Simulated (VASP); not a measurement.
# PtSe2 in VASP: notebook

Runs on PtSe2. Level: PBEsol. Tasks: single point, relaxation of the atoms.

All numbers are computed with VASP 6.6.1; they aren't measurements. Logs are shortened: lines on timing, memory, paths and dates and some standing lists are left out, and cuts for length are marked.

## (1) The cell of the first run

The cell holds a slab with vacuum, 9 atoms: a = 3.760 Å, b = 3.760 Å, c = 27.263 Å, α = 90.00°, β = 90.00°, γ = 120.00°.

## (2) Single point, PBEsol

INCAR

```
SYSTEM = PtSe2
PREC = Accurate
ENCUT = 400
EDIFF = 1E-6
ISMEAR = 0
SIGMA = 0.1
LREAL = .False.
LASPH = .True.
NELM = 120
ALGO = Normal
ISIF = 2
LWAVE = .False.
LCHARG = .False.
LDIPOL = .True.
IDIPOL = 3
DIPOL = 0.5 0.5 0.500
GGA = PS
NBANDS = 43
GGA_COMPAT = .False.
NELMDL = -8
```

KPOINTS

```
regular mesh
0
Gamma
  9 9 1
  0 0 0
```

POSCAR

```
PtSe2
1.0
    3.7603063687      0.0000000000      0.0000000000
   -1.8801531843      3.2565208413      0.0000000000
    0.0000000000      0.0000000000     27.2629384041
Se Pt
6 3
Direct
    0.6666666667      0.3333333333      0.2750987399
    0.3333333333      0.6666666667      0.3681355194
    0.6666666667      0.3333333333      0.4534816103
    0.3333333333      0.6666666667      0.5465183897
    0.6666666667      0.3333333333      0.6318644806
    0.3333333333      0.6666666667      0.7249012601
    0.0000000000      0.0000000000      0.3216171296
    0.0000000000      0.0000000000      0.5000000000
    0.0000000000      0.0000000000      0.6783828704
```

Potentials or basis: VASP PAW PBE potentials, release 64 (Se, Pt).

Command:

```bash
$ cat potpaw_PBE.64/Se/POTCAR potpaw_PBE.64/Pt/POTCAR > POTCAR
$ mpirun -np 1 vasp_std > vasp.out
```

OUTCAR:

```text
SYSTEM = PtSe2
   PREC = Accurate
   ENCUT = 400
   EDIFF = 1E-6
   ISMEAR = 0
   LREAL = .False.
   LASPH = .True.
   NELM = 120
   ISIF = 2
   GGA = PS
   NELMDL = -8

 ion  position               nearest neighbor table
   1  0.667  0.333  0.275-   7 2.51   7 2.51   7 2.51
   2  0.333  0.667  0.368-   7 2.51   7 2.51   7 2.51
   3  0.667  0.333  0.453-   8 2.51   8 2.51   8 2.51
   4  0.333  0.667  0.547-   8 2.51   8 2.51   8 2.51
   5  0.667  0.333  0.632-   9 2.51   9 2.51   9 2.51
   6  0.333  0.667  0.725-   9 2.51   9 2.51   9 2.51
   7  0.000  0.000  0.322-   1 2.51   1 2.51   1 2.51   2 2.51   2 2.51   2 2.51
   8  0.000  0.000  0.500-   3 2.51   4 2.51   4 2.51   3 2.51   3 2.51   4 2.51
   9  0.000  0.000  0.678-   6 2.51   6 2.51   6 2.51   5 2.51   5 2.51   5 2.51

  LATTYP: Found a hexagonal cell.
 ALAT       =     3.7603063687
 C/A-ratio  =     7.2501907374

  Lattice vectors:

 A1 = (   3.7603063687,   0.0000000000,   0.0000000000)
 A2 = (  -1.8801531843,   3.2565208413,   0.0000000000)
 A3 = (   0.0000000000,   0.0000000000,  27.2629384041)

Analysis of symmetry for initial positions (statically):
=====================================================================
 Subroutine PRICEL returns:
 Original cell was already a primitive cell.

 Routine SETGRP: Setting up the symmetry group for a
 hexagonal supercell.

 Subroutine GETGRP returns: Found 12 space group operations
 (whereof 12 operations were pure point group operations)
 out of a pool of 24 trial point group operations.

The static configuration has the point symmetry D_3d.

Analysis of symmetry for dynamics (positions and initial velocities):
=====================================================================
 Subroutine PRICEL returns:
 Original cell was already a primitive cell.

 Routine SETGRP: Setting up the symmetry group for a
 hexagonal supercell.

 Subroutine GETGRP returns: Found 12 space group operations
 (whereof 12 operations were pure point group operations)
 out of a pool of 24 trial point group operations.

The dynamic configuration has the point symmetry D_3d.

 Subroutine INISYM returns: Found 12 space group operations
 (whereof 12 operations are pure point group operations),
 and found     1 'primitive' translations

----------------------------------------------------------------------------------------

                                     Primitive cell

  volume of cell :     333.8488

[... 103 lines left out ...]
   EFERMI =   0.00;   METHOD = LEGACY
   ISMEAR =     0;   SIGMA  =   0.10  broadening in eV -4-tet -1-fermi 0-gaus
   EFERMI_NEDOS =   21; number of points for ismear=-14 and -15
   IALGO  =     38    algorithm
   IMIX   =      4    mixing-type and parameters
     AMIX     =   0.40;   BMIX     =  1.00
     AMIX_MAG =   1.60;   BMIX_MAG =  1.00
  volume/ion in A,a.u.               =      37.09       250.32
  Fermi-wavevector in a.u.,A,eV,Ry     =   0.953688  1.802209 12.374776  0.909520
  Thomas-Fermi vector in A             =   2.082366
   LORBIT       =      0    0 simple, 1 ext, 2 COOP (PROOUT), +10 PAW based schemes
   GGA     = PS    functional components
   LHFCALC =     F    Hartree Fock is set to
   AEXX    =    0.0000 exact exchange contribution
   IVDW    =     0    specifies the selected vdW correction
   LEPSILON=     F    determine dielectric tensor
   LRPA    =     F    only Hartree local field effects (RPA)
 non-spin polarized calculation
 Gauss-broadening in eV      SIGMA  =   0.10
  energy-cutoff  :      400.00
  volume of cell :      333.85
 maximum number of plane-waves:      6120
 NGX is ok and might be reduce to    28
   NGX = 13   NGY = 13   NGZ = 89

 dipolmoment           0.000000      0.000000     -0.000000 electrons x Angstroem

 number of electron      65.9999991 magnetization

 dipolmoment           0.000000      0.000000      0.000000 electrons x Angstroem

 Free energy of the ion-electron system (eV)
  ---------------------------------------------------
  ext. energy  EPLUGINS =         0.00000000
  ---------------------------------------------------
  free energy    TOTEN  =       -47.55892472 eV

  energy without entropy =      -47.55192319  energy(sigma->0) =      -47.55542396

 E-fermi :   1.3739     XC(G=0):  -6.3332

 val. band max:        1.2792345210   @ k =   0.1111   0.0000   0.0000
 cond. band min:       1.4135480768   @ k =   0.0000   0.0000   0.0000
 fundamental gap:      0.1343135559
 Fermi energy:         1.3739220967

 k-point     1 :       0.0000    0.0000    0.0000
  band No.  band energies     occupation
      1     -14.3325      2.00000
      2     -14.0027      2.00000
      3     -13.6813      2.00000
      4     -12.5096      2.00000
      5     -11.9271      2.00000
      6     -11.5109      2.00000
[... 541 lines left out ...]
     42       7.4205      0.00000
     43       8.5455      0.00000

------------------------ aborting loop because EDIFF is reached ----------------------------------------

 vacuum level on the upper side and lower side of the slab       (xc-potential included)        -0.149        -0.149

  FORCE on cell =-STRESS in cart. coord.  units (eV):
  Direction    XX          YY          ZZ          XY          YZ          ZX
  --------------------------------------------------------------------------------------
  -------------------------------------------------------------------------------------
  Total       -1.3120071     -1.3120071     -0.2328485     -0.0000000      0.0000000      0.0000000
  in kB       -6.2964681     -6.2964681     -1.1174657     -0.0000000      0.0000000      0.0000000
  external PRESSURE =      -4.5701339 kB  Pullay stress =       0.0000000 kB

 VOLUME and BASIS-vectors are now :
 -----------------------------------------------------------------------------
  energy-cutoff  :      400.00
  volume of cell :      333.85
      direct lattice vectors                 reciprocal lattice vectors
     3.760306369  0.000000000  0.000000000     0.265935778  0.153538093  0.000000000
    -1.880153184  3.256520841  0.000000000     0.000000000  0.307076186  0.000000000
     0.000000000  0.000000000 27.262938404     0.000000000  0.000000000  0.036679832

 POSITION                                       TOTAL-FORCE (eV/Angst)
 -----------------------------------------------------------------------------------
      1.88015      1.08551      7.50000        -0.000000      0.000000     -0.049659
     -0.00000      2.17101     10.03646         0.000000     -0.000000     -0.130404
      1.88015      1.08551     12.36324        -0.000000      0.000000     -0.020219
     -0.00000      2.17101     14.89970         0.000000      0.000000      0.020219
      1.88015      1.08551     17.22648        -0.000000      0.000000      0.130404
     -0.00000      2.17101     19.76294         0.000000     -0.000000      0.049659
      0.00000      0.00000      8.76823         0.000000     -0.000000      0.180127
      0.00000      0.00000     13.63147        -0.000000      0.000000     -0.000000
      0.00000      0.00000     18.49471        -0.000000      0.000000     -0.180127
 -----------------------------------------------------------------------------------
    total drift:                               -0.000000     -0.000000      0.000000

  FREE ENERGIE OF THE ION-ELECTRON SYSTEM (eV)
  ---------------------------------------------------
  free  energy   TOTEN  =       -47.5589247221 eV

  energy  without entropy=      -47.5519231914  energy(sigma->0) =      -47.55542396

 vacuum level on the upper side and lower side of the slab         5.982         5.982
```

It took 2.5 min on 1 thread of Intel Xeon 6975P-C (Granite Rapids), shared host; peak memory 0.41 GiB.

What came out:

```
Free energy   : -47.5589 eV
Largest force : 0.180 eV/Å
```

Forces in eV/Å, atoms in the order of the input:
```
Se   0.000  0.000 -0.050
Se   0.000  0.000 -0.130
Se   0.000  0.000 -0.020
Se   0.000  0.000  0.020
Se   0.000  0.000  0.130
Se   0.000  0.000  0.050
Pt   0.000  0.000  0.180
Pt   0.000  0.000  0.000
Pt   0.000  0.000 -0.180
```

Caveat: the PAW data sets were made with another functional, which shifts forces and pressure a little; spin-orbit coupling is left out, which moves the levels of the heavy elements.

## (3) Single point, PBEsol

INCAR

```
PREC = Accurate ; ENCUT = 400
EDIFF = 1E-6 ; ISMEAR = 0
SIGMA = 0.1 ; LREAL = False
LASPH = True ; NELM = 120
ALGO = Normal ; ISIF = 2
LWAVE = False ; LCHARG = False
LDIPOL = True ; IDIPOL = 3
DIPOL = 0.5 0.5 0.500 ; GGA = PS
NBANDS = 43 ; GGA_COMPAT = False
NELMDL = -8
```

KPOINTS

```
Automatic mesh
0
Gamma
  9 9 1
```

POSCAR

```
PtSe2
1.0
    3.7603063687      0.0000000000      0.0000000000
   -1.8801531843      3.2565208413      0.0000000000
    0.0000000000      0.0000000000     27.2629384041
Se Pt
6 3
Direct
    0.6666666667      0.3333333333      0.2752040853
    0.3333333333      0.6666666667      0.3679190709
    0.6666666667      0.3333333333      0.4534690618
    0.3333333333      0.6666666667      0.5465303845
    0.6666666667      0.3333333333      0.6320812186
    0.3333333333      0.6666666667      0.7247961938
    0.0000000000      0.0000000000      0.3219765978
    0.0000000000      0.0000000000      0.4999997270
    0.0000000000      0.0000000000      0.6780236604
```

Potentials or basis: VASP PAW PBE potentials, release 64 (Se, Pt).

Command:

```bash
$ cat potpaw_PBE.64/Se/POTCAR potpaw_PBE.64/Pt/POTCAR > POTCAR
$ mpirun -np 1 vasp_std > vasp.out
```

OUTCAR:

```text
PREC = Accurate
   ENCUT = 400
   EDIFF = 1E-6
   ISMEAR = 0
   LREAL = False
   LASPH = True
   NELM = 120
   ISIF = 2
   GGA = PS
   NELMDL = -8

 ion  position               nearest neighbor table
   1  0.667  0.333  0.275-   7 2.52   7 2.52   7 2.52
   2  0.333  0.667  0.368-   7 2.51   7 2.51   7 2.51
   3  0.667  0.333  0.453-   8 2.51   8 2.51   8 2.51
   4  0.333  0.667  0.547-   8 2.51   8 2.51   8 2.51
   5  0.667  0.333  0.632-   9 2.51   9 2.51   9 2.51
   6  0.333  0.667  0.725-   9 2.52   9 2.52   9 2.52
   7  0.000  0.000  0.322-   2 2.51   2 2.51   2 2.51   1 2.52   1 2.52   1 2.52
   8  0.000  0.000  0.500-   4 2.51   4 2.51   4 2.51   3 2.51   3 2.51   3 2.51
   9  0.000  0.000  0.678-   5 2.51   5 2.51   5 2.51   6 2.52   6 2.52   6 2.52

  LATTYP: Found a hexagonal cell.
 ALAT       =     3.7603063687
 C/A-ratio  =     7.2501907374

  Lattice vectors:

 A1 = (   3.7603063687,   0.0000000000,   0.0000000000)
 A2 = (  -1.8801531843,   3.2565208413,   0.0000000000)
 A3 = (   0.0000000000,   0.0000000000,  27.2629384041)

Analysis of symmetry for initial positions (statically):
[... 190 lines left out ...]
      5     -11.9232      2.00000
      6     -11.5129      2.00000
[... 541 lines left out ...]
     42       7.4238      0.00000
     43       8.5647      0.00000

------------------------ aborting loop because EDIFF is reached ----------------------------------------

 vacuum level on the upper side and lower side of the slab       (xc-potential included)        -0.154        -0.154

  FORCE on cell =-STRESS in cart. coord.  units (eV):
  Direction    XX          YY          ZZ          XY          YZ          ZX
  --------------------------------------------------------------------------------------
  -------------------------------------------------------------------------------------
  Total       -1.1537078     -1.1537078     -0.0053632     -0.0000000      0.0000000      0.0000000
  in kB       -5.5367721     -5.5367721     -0.0257388     -0.0000000      0.0000000      0.0000000
  external PRESSURE =      -3.6997610 kB  Pullay stress =       0.0000000 kB

 VOLUME and BASIS-vectors are now :
 -----------------------------------------------------------------------------
  energy-cutoff  :      400.00
  volume of cell :      333.85
      direct lattice vectors                 reciprocal lattice vectors
     3.760306369  0.000000000  0.000000000     0.265935778  0.153538093  0.000000000
    -1.880153184  3.256520841  0.000000000     0.000000000  0.307076186  0.000000000
     0.000000000  0.000000000 27.262938404     0.000000000  0.000000000  0.036679832

 POSITION                                       TOTAL-FORCE (eV/Angst)
 -----------------------------------------------------------------------------------
      1.88015      1.08551      7.50287         0.000000      0.000000     -0.007780
     -0.00000      2.17101     10.03055        -0.000000      0.000000      0.013677
      1.88015      1.08551     12.36290         0.000000      0.000000     -0.015174
     -0.00000      2.17101     14.90002        -0.000000      0.000000      0.015174
      1.88015      1.08551     17.23239         0.000000     -0.000000     -0.013677
     -0.00000      2.17101     19.76007        -0.000000     -0.000000      0.007780
      0.00000      0.00000      8.77803         0.000000     -0.000000     -0.003811
      0.00000      0.00000     13.63146         0.000000      0.000000      0.000000
      0.00000      0.00000     18.48492        -0.000000      0.000000      0.003811
 -----------------------------------------------------------------------------------
    total drift:                                0.000000     -0.000000      0.000215

  FREE ENERGIE OF THE ION-ELECTRON SYSTEM (eV)
  ---------------------------------------------------
  free  energy   TOTEN  =       -47.5612061643 eV

  energy  without entropy=      -47.5541945599  energy(sigma->0) =      -47.55770036

 vacuum level on the upper side and lower side of the slab         5.979         5.979
```

OSZICAR:

```text
N       E                     dE             d eps       ncg     rms          rms(c)
DAV:   1     0.404048833957E+03    0.40405E+03   -0.23689E+04  1032   0.104E+03
DAV:   2    -0.118208764701E+02   -0.41587E+03   -0.39486E+03  1297   0.223E+02
DAV:   3    -0.490695913214E+02   -0.37249E+02   -0.36089E+02  1261   0.687E+01
[... 19 lines left out ...]
DAV:  23    -0.475611983091E+02   -0.58008E-05   -0.32577E-07   860   0.158E-03    0.999E-04
DAV:  24    -0.475612015062E+02   -0.31971E-05   -0.57255E-08   778   0.729E-04    0.387E-04
DAV:  25    -0.475612045996E+02   -0.30934E-05   -0.58106E-08   762   0.618E-04    0.351E-04
DAV:  26    -0.475612057873E+02   -0.11877E-05   -0.21482E-08   744   0.390E-04    0.226E-04
DAV:  27    -0.475612061643E+02   -0.37704E-06   -0.88943E-09   690   0.196E-04
   1 F= -.47561206E+02 E0= -.47557700E+02  d E =-.701160E-02
```

stdout:

```text
POSCAR found type information on POSCAR SePt
 POSCAR found :  2 types and       9 ions
 scaLAPACK will be used
 -----------------------------------------------------------------------------
|                                                                             |
|                                                                             |
|     You enforced a specific xc type in the INCAR file but a different       |
|     I HOPE YOU KNOW WHAT YOU ARE DOING!                                     |
|                                                                             |
 -----------------------------------------------------------------------------

 LDA part: xc-table for (Slater+PW92), standard interpolation
 POSCAR, INCAR and KPOINTS ok, starting setup
 FFT: planning ... GRIDC
 FFT: planning ... GRID_SOFT
 FFT: planning ... GRID
 WAVECAR not read
 entering main loop
```

Wall time 2.3 min (1 thread of Intel Xeon 6975P-C (Granite Rapids), shared host); peak memory 0.41 GiB.

Results:

```yaml
Free_energy: -47.5612 eV
Largest_force: 0.015 eV/Å
```

Forces in eV/Å, atoms in the order of the input:
```
Se   0.000  0.000 -0.008
Se   0.000  0.000  0.014
Se   0.000  0.000 -0.015
Se   0.000  0.000  0.015
Se   0.000  0.000 -0.014
Se   0.000  0.000  0.008
Pt   0.000  0.000 -0.004
Pt   0.000  0.000  0.000
Pt   0.000  0.000  0.004
```

Caveat: the PAW data sets were made with another functional, which shifts forces and pressure a little; spin-orbit coupling is left out, which moves the levels of the heavy elements.

[end of part 1 of 2]
